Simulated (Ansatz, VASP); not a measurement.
# Mo3P4: VASP beside Ansatz

```
Mo P
1.0
     4.82825    0.00000    0.00000
     0.00000    4.82825    0.00000
     0.00000    0.00000    4.82825
Mo P
3 4
Direct
  0.00000 0.50000 0.50000
  0.50000 0.00000 0.50000
  0.50000 0.50000 0.00000
  0.50000 0.00000 0.00000
  0.00000 0.50000 0.00000
  0.00000 0.00000 0.50000
  0.00000 0.00000 0.00000
```

Alike in both runs: functional PBE; k mesh 4 × 4 × 4; occupations gaussian, width 0.1 eV; no spin polarisation.

Ansatz relaxed the structure, and its values are those at the end. VASP's run is a single point on that final structure, the one shown.

|  | VASP | Ansatz |
| --- | --- | --- |
| version | VASP 6.6.1 | Ansatz 0.2.0 |
| potentials or method | VASP PAW PBE potentials, release 64 (Mo_sv, P), cutoff 520 eV | scalar-relativistic, plane waves, PAW |
| valence electrons in the cell | 62 | 62 |

```csv
,VASP,Ansatz,Ansatz less VASP
gap on the k mesh at the Fermi level (eV),none,none,-
pressure (GPa),-0.1,0.0,+0.04
```

A gap of «none» marks a metal or a gap that the smearing closes. The functional is the same, so the differences come from potentials, cutoffs and numerics.
